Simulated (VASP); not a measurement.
# KBeCl3 (P1) in VASP: single point with PBE

Aim: the single point of KBeCl3 with PBE.

All numbers are computed with VASP 6.6.1; they aren't measurements. Logs are shortened: lines on timing, memory, paths and dates and some standing lists are left out, and cuts for length are marked.

**1. The cell of the first run**

The typed cell holds 10 atoms: a = 5.075 Å, b = 7.071 Å, c = 8.989 Å, α = 90.15°, β = 90.07°, γ = 91.24°.

**2. Single point, PBE**

INCAR reads:

```
PREC = Accurate
ENCUT = 520
EDIFF = 1E-6
ISMEAR = 0
SIGMA = 0.1
LREAL = False
LASPH = True
NELM = 80
ALGO = Normal
ISIF = 2
LWAVE = False
LCHARG = False
GGA = PE
NBANDS = 43
```

KPOINTS reads:

```
Automatic mesh
0
Gamma
  4 2 2
```

POSCAR reads:

```
KBeCl3
1.0
   -0.0548357108     -0.0169958416      5.0748785513
    7.0707726564     -0.0041998113     -0.0767370968
   -0.0181691424      8.9885422694      0.0196047023
K Be Cl
2 2 6
Direct
    0.6320311655      0.0872176302      0.4050312484
    0.3698835982      0.4127657621     -0.0946261996
    0.2194611665      0.5550156286      0.4005446532
   -0.2200218486     -0.0550889350     -0.0995506742
    0.1230825470      0.8154412653      0.3847273236
   -0.1214052196      0.6850325596      0.8834150381
    0.4650742906      0.4792366012      0.5515740798
   -0.1007841609      0.1343626870      0.7593014047
    0.0991114026      0.3664230964      0.2580971436
    0.5335670588      0.0195937046      0.0514859822
```

Potentials or basis: VASP PAW PBE potentials, release 64 (K_sv, Be, Cl).

Command:

```bash
> cat potpaw_PBE.64/K_sv/POTCAR potpaw_PBE.64/Be/POTCAR potpaw_PBE.64/Cl/POTCAR > POTCAR
> mpirun -np 1 vasp_std > vasp.out
```

OUTCAR:

```text
PREC = Accurate
   ENCUT = 520
   EDIFF = 1E-6
   ISMEAR = 0
   LREAL = False
   LASPH = True
   NELM = 80
   ISIF = 2
   GGA = PE

 ion  position               nearest neighbor table
   1  0.632  0.087  0.405-   5 3.18   5 3.19   7 3.20
   2  0.370  0.413  0.905-   6 3.19   6 3.19  10 3.20
   3  0.219  0.555  0.401-   5 1.92   7 1.93   9 1.94
   4  0.780  0.945  0.900-   6 1.92  10 1.93   8 1.94
   5  0.123  0.815  0.385-   3 1.92   1 3.18   1 3.19
   6  0.879  0.685  0.883-   4 1.92   2 3.19   2 3.19
   7  0.465  0.479  0.552-   3 1.93   1 3.20
   8  0.899  0.134  0.759-   4 1.94
   9  0.099  0.366  0.258-   3 1.94
  10  0.534  0.020  0.051-   4 1.93   2 3.20

  LATTYP: Found a triclinic cell.
 ALAT       =     8.6142462514
 B/A-ratio  =     0.5891639397
 C/A-ratio  =     1.0434554284
 COS(alpha) =     0.0011460176
 COS(beta)  =     0.0028413393
 COS(gamma) =     0.5713892877

  Lattice vectors:

 A1 = (   7.0159369456,  -0.0211956529,   4.9981414545)
 A2 = (  -0.0548357108,  -0.0169958416,   5.0748785513)
 A3 = (   0.0181691424,  -8.9885422694,  -0.0196047023)

Analysis of symmetry for initial positions (statically):
=====================================================================
 Subroutine PRICEL returns:
 Original cell was already a primitive cell.

 Routine SETGRP: Setting up the symmetry group for a
 triclinic supercell.

 Subroutine GETGRP returns: Found  1 space group operations
 (whereof  1 operations were pure point group operations)
 out of a pool of  2 trial point group operations.

The static configuration has the point symmetry C_1 .

Analysis of symmetry for dynamics (positions and initial velocities):
=====================================================================
 Subroutine PRICEL returns:
 Original cell was already a primitive cell.

 Routine SETGRP: Setting up the symmetry group for a
 triclinic supercell.

 Subroutine GETGRP returns: Found  1 space group operations
 (whereof  1 operations were pure point group operations)
 out of a pool of  2 trial point group operations.

The dynamic configuration has the point symmetry C_1 .

 Subroutine INISYM returns: Found  1 space group operations
 (whereof  1 operations are pure point group operations),
 and found     1 'primitive' translations

----------------------------------------------------------------------------------------

                                     Primitive cell

  volume of cell :     322.5028

  direct lattice vectors                    reciprocal lattice vectors
    -0.054835711 -0.016995842  5.074878551     0.002138500 -0.000425504  0.197070733
     7.070772656 -0.004199811 -0.076737097     0.141444024  0.000282575  0.001529295
    -0.018169142  8.988542269  0.019604702     0.000070132  0.111252072  0.000373343

  length of vectors
     5.075203259  7.071190294  8.988582012     0.197082795  0.141452574  0.111252721

  position of ions in fractional coordinates (direct lattice)
     0.632031166  0.087217630  0.405031248
     0.369883598  0.412765762  0.905373800
     0.219461166  0.555015629  0.400544653
     0.779978151  0.944911065  0.900449326
     0.123082547  0.815441265  0.384727324
     0.878594780  0.685032560  0.883415038
     0.465074291  0.479236601  0.551574080
     0.899215839  0.134362687  0.759301405
     0.099111403  0.366423096  0.258097144
     0.533567059  0.019593705  0.051485982

  ion indices of the primitive-cell ions
   primitive index   ion index
                 1           1
                 2           2
                 3           3
                 4           4
                 5           5
                 6           6
                 7           7
                 8           8
                 9           9
                10          10

----------------------------------------------------------------------------------------

 KPOINTS: Automatic mesh

Automatic generation of k-mesh.
 Grid dimensions read from file:
 generate k-points for:    4    2    2

 Generating k-lattice:

  Cartesian coordinates                     Fractional coordinates (reciprocal lattice)
     0.000534625 -0.000106376  0.049267683     0.250000000 -0.000000000  0.000000000
     0.070722012  0.000141287  0.000764647     0.000000000  0.500000000  0.000000000
     0.000035066  0.055626036  0.000186671     0.000000000  0.000000000  0.500000000

  Length of vectors
     0.049270699  0.070726287  0.055626360

  Shift w.r.t. Gamma in fractional coordinates (k-lattice)
     0.000000000  0.000000000  0.000000000

 Subroutine IBZKPT returns following result:
 ===========================================

 Found     12 irreducible k-points:

 Following reciprocal coordinates:
            Coordinates               Weight
  0.000000  0.000000  0.000000      1.000000
  0.250000  0.000000 -0.000000      2.000000
  0.500000  0.000000 -0.000000      1.000000
  0.000000  0.500000 -0.000000      1.000000
  0.250000  0.500000  0.000000      2.000000
  0.500000  0.500000 -0.000000      1.000000
  0.000000 -0.000000  0.500000      1.000000
  0.250000  0.000000  0.500000      2.000000
  0.500000  0.000000  0.500000      1.000000
  0.000000  0.500000  0.500000      1.000000
  0.250000  0.500000  0.500000      2.000000
  0.500000  0.500000  0.500000      1.000000
   k-points           NKPTS =     12   k-points in BZ     NKDIM =     12   number of bands    NBANDS=     43
   number of dos      NEDOS =    301   number of ions     NIONS =     10
   total plane-waves  NPLWV = 151200
   dimension x,y,z NGX =    40 NGY =   54 NGZ =   70
   dimension x,y,z NGXF=    80 NGYF=  108 NGZF=  140
   ions per type =               2   2   6
   NGX,Y,Z   is equivalent  to a cutoff of  13.10, 12.70, 12.95 a.u.
   NGXF,Y,Z  is equivalent  to a cutoff of  26.21, 25.39, 25.89 a.u.
 SYSTEM =  unknown system
   PREC   = accura    normal or accurate (medium, high low for compatibility)
   ISTART =      0    job   : 0-new  1-cont  2-samecut
   ICHARG =      2    charge: 1-file 2-atom 10-const
   ISPIN  =      1    spin polarized calculation?
   LNONCOLLINEAR =      F non collinear calculations
   LSORBIT =      F    spin-orbit coupling
   LASPH  =      T    aspherical Exc in radial PAW
   ENCUT  =  520.0 eV  38.22 Ry    6.18 a.u.   9.44 13.15 16.71*2*pi/ulx,y,z
   NELM   =     80;   NELMIN=  2; NELMDL= -5     # of ELM steps
   EDIFF  = 0.1E-05   stopping-criterion for ELM
   LREAL  =      F    real-space projection
   EDIFFG = 0.1E-04   stopping-criterion for IOM
   NSW    =      0    number of steps for IOM
   IBRION =     -1    ionic relax: 0-MD 1-quasi-New 2-CG
   NFREE  =      0    steps in history (QN), initial steepest desc. (CG)
   ISIF   =      2    stress and relaxation
   ISYM   =      2    0-nonsym 1-usesym 2-fastsym
   POTIM  = 0.5000    time-step for ionic-motion
   TEBEG  =    0.0;   TEEND  =   0.0 temperature during run
   PSTRESS=    0.0 pullay stress
   NELECT =      64.0000    total number of electrons
   NUPDOWN=      -1.0000    fix difference up-down
   EMIN   =  10.00;   EMAX   =-10.00  energy-range for DOS
   EFERMI =   0.00;   METHOD = LEGACY
   ISMEAR =     0;   SIGMA  =   0.10  broadening in eV -4-tet -1-fermi 0-gaus
   EFERMI_NEDOS =   21; number of points for ismear=-14 and -15
   IALGO  =     38    algorithm
   IMIX   =      4    mixing-type and parameters
     AMIX     =   0.40;   BMIX     =  1.00
     AMIX_MAG =   1.60;   BMIX_MAG =  1.00
  volume/ion in A,a.u.               =      32.25       217.64
  Fermi-wavevector in a.u.,A,eV,Ry     =   0.954898  1.804496 12.406203  0.911830
  Thomas-Fermi vector in A             =   2.083687
   LORBIT       =      0    0 simple, 1 ext, 2 COOP (PROOUT), +10 PAW based schemes
   GGA     = PE    functional components
   LHFCALC =     F    Hartree Fock is set to
   AEXX    =    0.0000 exact exchange contribution
   IVDW    =     0    specifies the selected vdW correction
   LEPSILON=     F    determine dielectric tensor
   LRPA    =     F    only Hartree local field effects (RPA)
 non-spin polarized calculation
 Gauss-broadening in eV      SIGMA  =   0.10
  energy-cutoff  :      520.00
  volume of cell :      322.50
 maximum number of plane-waves:      8710
 NGX is ok and might be reduce to    40
   NGX = 19   NGY = 27   NGZ = 33

 number of electron      64.0000003 magnetization

 Free energy of the ion-electron system (eV)
  ---------------------------------------------------
  ext. energy  EPLUGINS =         0.00000000
  ---------------------------------------------------
  free energy    TOTEN  =       -37.12580335 eV

  energy without entropy =      -37.12580335  energy(sigma->0) =      -37.12580335

 E-fermi :  -1.7706     XC(G=0):  -6.7867

 val. band max:       -2.2916081455   @ k =   0.0000   0.5000  -0.0000
 cond. band min:       2.9747993824   @ k =   0.0000   0.0000   0.0000
 fundamental gap:      5.2664075279
 Fermi energy:        -1.7705560254

 k-point     1 :       0.0000    0.0000    0.0000
  band No.  band energies     occupation
      1     -29.9322      2.00000
      2     -29.9318      2.00000
      3     -15.5024      2.00000
      4     -15.4045      2.00000
      5     -15.1243      2.00000
      6     -15.0955      2.00000
[... 35 lines left out ...]
     42       6.5869      0.00000
     43       6.6730      0.00000

 k-point     2 :       0.2500    0.0000   -0.0000
  band No.  band energies     occupation
      1     -29.9319      2.00000
      2     -29.9315      2.00000
      3     -15.4859      2.00000
      4     -15.4156      2.00000
      5     -15.1235      2.00000
      6     -15.0906      2.00000
[... 452 lines left out ...]
 k-point    12 :       0.5000    0.5000    0.5000
  band No.  band energies     occupation
      1     -29.9314      2.00000
      2     -29.9314      2.00000
      3     -15.4155      2.00000
      4     -15.4121      2.00000
      5     -15.1368      2.00000
      6     -15.1333      2.00000
[... 35 lines left out ...]
     42       6.3739      0.00000
     43       6.8502      0.00000

------------------------ aborting loop because EDIFF is reached ----------------------------------------

  FORCE on cell =-STRESS in cart. coord.  units (eV):
  Direction    XX          YY          ZZ          XY          YZ          ZX
  --------------------------------------------------------------------------------------
  -------------------------------------------------------------------------------------
  Total       -0.0959717     -0.0760742     -0.0731737      0.0052299      0.0065125     -0.0189221
  in kB       -0.4767825     -0.3779327     -0.3635234      0.0259817      0.0323537     -0.0940041
  external PRESSURE =      -0.4060795 kB  Pullay stress =       0.0000000 kB

 VOLUME and BASIS-vectors are now :
 -----------------------------------------------------------------------------
  energy-cutoff  :      520.00
  volume of cell :      322.50
      direct lattice vectors                 reciprocal lattice vectors
    -0.054835711 -0.016995842  5.074878551     0.002138500 -0.000425504  0.197070733
     7.070772656 -0.004199811 -0.076737097     0.141444024  0.000282575  0.001529295
    -0.018169142  8.988542269  0.019604702     0.000070132  0.111252072  0.000373343

 POSITION                                       TOTAL-FORCE (eV/Angst)
 -----------------------------------------------------------------------------------
      0.57468      3.62953      3.20873         0.000293      0.002057      0.002417
      2.88184      8.12997      1.86319        -0.000485      0.003275     -0.001668
      3.90508      3.59425      1.07900        -0.008494     -0.001833     -0.004061
      6.62212      8.07650      3.90344         0.010388      0.002049      0.005090
      5.75206      3.45262      0.56960        -0.010137     -0.000117      0.002451
      4.77948      7.92280      4.42351         0.009406      0.001168     -0.004128
      3.35305      4.94793      2.33423         0.007738     -0.007486     -0.002624
      0.88694      6.80917      4.56799        -0.012236      0.004816     -0.006868
      2.58077      2.31669      0.47992         0.012300      0.006997      0.005047
      0.10835      0.45363      2.70729        -0.008774     -0.010926      0.004345
 -----------------------------------------------------------------------------------
    total drift:                               -0.000038      0.000023      0.000344

  FREE ENERGIE OF THE ION-ELECTRON SYSTEM (eV)
  ---------------------------------------------------
  free  energy   TOTEN  =       -37.1258033522 eV

  energy  without entropy=      -37.1258033522  energy(sigma->0) =      -37.12580335
```

Run time: 94 s. Hardware: 1 thread of AMD EPYC 9R45 (Zen 5), shared host; peak memory 0.4 GiB.

What came out:

```yaml
Free_energy: -37.1258 eV
Pressure: 0.0 GPa
Largest_force: 0.015 eV/Å
Band_gap_on_the_k_mesh: 5.27 eV (least direct gap 5.29 eV)
```

Forces on the atoms (eV/Å):
```
K    0.000  0.002  0.002
K    0.000  0.003 -0.002
Be  -0.008 -0.002 -0.004
Be   0.010  0.002  0.005
Cl  -0.010  0.000  0.002
Cl   0.009  0.001 -0.004
Cl   0.008 -0.007 -0.003
Cl  -0.012  0.005 -0.007
Cl   0.012  0.007  0.005
Cl  -0.009 -0.011  0.004
```

Levels at points of the mesh, in eV from the valence-band top:
| k point | band 28 | band 29 | band 30 | band 31 | band 32 | band 33 | band 34 | band 35 | band 36 | band 37 |
| --- | --- | --- | --- | --- | --- | --- | --- | --- | --- | --- |
| (0.00, 0.00, 0.00) | -0.64 | -0.43 | -0.33 | -0.21 | -0.03 | 5.27 | 6.08 | 6.43 | 7.26 | 7.41 |
| (0.50, 0.00, 0.00) | -0.47 | -0.38 | -0.36 | -0.23 | -0.05 | 6.50 | 6.71 | 7.21 | 7.43 | 7.86 |
| (0.00, 0.50, 0.00) | -0.64 | -0.54 | -0.29 | -0.25 | 0.00 | 6.21 | 6.30 | 6.36 | 6.47 | 7.54 |
| (0.50, 0.50, 0.00) | -0.54 | -0.47 | -0.40 | -0.13 | -0.07 | 6.61 | 6.68 | 7.40 | 7.64 | 7.97 |
| (0.00, 0.00, 0.50) | -0.59 | -0.44 | -0.44 | -0.13 | -0.12 | 6.04 | 6.05 | 6.23 | 6.24 | 7.83 |
| (0.50, 0.00, 0.50) | -0.56 | -0.44 | -0.43 | -0.09 | -0.08 | 6.60 | 6.61 | 7.33 | 7.34 | 7.83 |
| (0.00, 0.50, 0.50) | -0.63 | -0.47 | -0.47 | -0.12 | -0.12 | 6.22 | 6.22 | 6.72 | 6.73 | 7.23 |
| (0.50, 0.50, 0.50) | -0.56 | -0.41 | -0.41 | -0.05 | -0.05 | 6.63 | 6.64 | 7.68 | 7.68 | 7.94 |

Caveat: the k points lie up to 0.44 Å⁻¹ apart. A k mesh can miss the band edges.
